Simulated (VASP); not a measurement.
Here is a VASP 6.6.1 calculation.

The input INCAR:

```
  PREC = Accurate
  ENCUT = 520
  EDIFF = 1E-6
  ISMEAR = -1
  SIGMA = 0.02
  LREAL = False
  LASPH = True
  NELM = 100
  ALGO = Normal
  ISIF = 2
  LWAVE = False
  LCHARG = False
  GGA = PS
  NBANDS = 10
```

Contents of KPOINTS:

```
Automatic mesh
0
Gamma
  3 3 3
```

File POSCAR:

```
K
1.0
    4.3104390000      0.0000000000      0.0000000000
    0.0000000000      4.1826551437      0.0000000000
    0.0000000000      0.0000000000      4.1826551437
K
1
Direct
    0.0000000000      0.0000000000      0.0000000000
```

Potentials or basis: VASP PAW PBE potentials, release 64 (K_sv).

Command:

```bash
$ cat potpaw_PBE.64/K_sv/POTCAR > POTCAR
$ mpirun -np 1 vasp_std > vasp.out
```

Predict the pressure.

0.1 GPa.

Stress tensor (GPa, compression positive):
```
0.22 0.00 0.00
0.00 0.00 0.00
0.00 0.00 0.00
```

Caveat: the k points lie up to 0.50 Å⁻¹ apart; the PAW data sets were made with another functional, which shifts forces and pressure a little.
